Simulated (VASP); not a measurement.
Ca11NbO12 (a cell with a defect): relaxation of the atoms with PBEsol

Ca11NbO12 (a cell with a defect):

```xyz
24
Lattice="0.0000 4.7676 4.7676 4.7676 0.0000 4.7676 7.1514 7.1514 0.0000" Properties=species:S:1:pos:R:3 pbc="T T T"
O     2.3801    4.7724    4.7534
O     7.1535    4.7811    4.7803
O     7.1610    9.5505    4.7849
O     4.7752    2.3605    4.7527
O     4.7685    7.1762    4.7509
O     9.5711    7.1607    4.7759
O     4.7583    4.7825    2.4206
O     4.7835    4.7417    7.1802
O     9.5066    9.5213    7.1572
O     2.3845    2.3157    2.3819
O     7.1471    7.1383    2.3704
O     7.1664    7.1560    7.1349
Ca    0.0124    0.0210    0.0158
Ca    4.7601    4.7389    0.0234
Ca    7.1524    7.1588    9.5144
Ca    2.4137    2.3883    4.7482
Ca    7.1566    7.1634    4.7766
Ca    9.5522   11.8895    7.1395
Ca    2.3814    4.7758    2.3993
Ca    7.1385    4.7743    2.3954
Ca    4.7736    2.3915    7.1353
Ca    4.7366    7.1426    7.1152
Ca    4.7868    7.1761    2.4027
Nb    4.7765    4.7701    4.7595
```

| Property | Result |
| --- | --- |
| Program | VASP 6.6.1 |
| Task | relaxation of the atoms |
| Functional | PBEsol |
| Potentials or basis | VASP PAW PBE potentials, release 64 (O, Ca_sv, Nb_sv) |
| Cutoff | 520 eV |
| k mesh | 1 × 1 × 1, shifted |
| Occupations | fermi-dirac, width 0.05 eV |
| Spin | no spin polarisation |
| Dipole correction | no |
| Charge | 3 |
| Further INCAR settings | ALGO = Normal; EDIFF = 1e-07; ISYM = 0; IBRION = 2; EDIFFG = -0.03; NSW = 100; NELECT = 192.0 |

The energy gained by relaxing is 223.1 meV/atom, the ionic steps are 12 and the largest force after relaxing is 0.025 eV/Å.

Forces in eV/Å, atoms in the order of the input:
```
O   -0.010  0.006 -0.010
O    0.006 -0.009 -0.004
O    0.003 -0.013  0.002
O    0.005 -0.016 -0.007
O   -0.001  0.011 -0.007
O   -0.014  0.004 -0.004
O    0.000 -0.005 -0.019
O    0.001  0.003  0.017
O   -0.005 -0.004  0.000
O    0.009  0.008  0.005
O    0.009  0.008 -0.010
O    0.006 -0.002  0.009
Ca  -0.007  0.002 -0.006
Ca  -0.003 -0.006  0.000
Ca   0.001  0.001  0.016
Ca  -0.010 -0.006  0.021
Ca   0.001  0.000 -0.015
Ca  -0.018  0.000  0.012
Ca   0.002  0.005  0.003
Ca   0.018  0.006 -0.008
Ca  -0.020 -0.012  0.010
Ca   0.006  0.005  0.007
Ca   0.011  0.010 -0.008
Nb   0.010  0.004 -0.004
```

The path:
```csv
step,energy change (eV),largest force (eV/Å),pressure (GPa)
1,0.0000,3.8059,-14.57
2,-3.9031,2.4632,-14.63
3,-4.7456,1.5299,-12.57
4,-5.2501,0.6973,-11.20
5,-5.2540,0.5921,-11.35
6,-5.3340,0.2511,-11.98
7,-5.3341,0.2348,-11.96
8,-5.3477,0.1423,-11.82
9,-5.3501,0.1759,-11.73
10,-5.3532,0.0996,-11.65
11,-5.3532,0.0892,-11.65
12,-5.3543,0.0253,-11.68
```

Final structure:
```
CELL_PARAMETERS angstrom
0.00000 4.76760 4.76760
4.76760 0.00000 4.76760
7.15140 7.15140 0.00000
ATOMIC_POSITIONS crystal
O 0.71394 0.28480 0.19077
O 0.28549 0.71624 0.47595
O 0.75803 0.24209 0.83372
O 0.28391 0.71472 0.19095
O 0.71558 0.28627 0.47578
O 0.24099 0.75939 0.83367
O 0.28643 0.28707 0.47405
O 0.71283 0.71392 0.19275
O 0.75698 0.75807 0.82554
O 0.24921 0.25026 0.16875
O 0.24246 0.24364 0.84094
O 0.74965 0.75021 0.49806
Ca 0.00569 0.00737 0.98854
Ca 0.99344 0.99441 0.67870
Ca 0.99922 0.00007 0.33370
Ca 0.49890 0.50036 0.99746
Ca 0.49997 0.50090 0.66966
Ca 0.00038 0.49849 0.99981
Ca 0.49937 0.00040 0.33343
Ca 0.99859 0.50297 0.66703
Ca 0.49678 0.00206 0.99998
Ca 0.99947 0.50023 0.33337
Ca 0.50224 0.99929 0.66710
Nb 0.49963 0.50044 0.33339
```

Levels at points of the mesh, in eV from the Fermi level:
| k point | band 92 | band 93 | band 94 | band 95 | band 96 | band 97 | band 98 | band 99 | band 100 | band 101 |
| --- | --- | --- | --- | --- | --- | --- | --- | --- | --- | --- |
| (0.25, 0.25, 0.25) | -1.80 | -1.72 | -1.59 | -1.38 | -1.33 | 1.86 | 2.14 | 2.26 | 3.20 | 3.46 |

It took 20 min on 1 thread of Intel(R) Xeon(R) Platinum 8259CL CPU @ 2.50GHz (Skylake/Cascade Lake), on a shared host, peak memory 0.52 GiB.

Caveat: the k points lie up to 1.14 Å⁻¹ apart, too coarse for converged energies, forces and pressures; the cell carries a net charge on a neutralising background, which shifts energy and pressure; the cell is charged against a uniform background, so pressure and absolute levels hang on convention; the PAW data sets were made with another functional, which shifts forces and pressure a little.
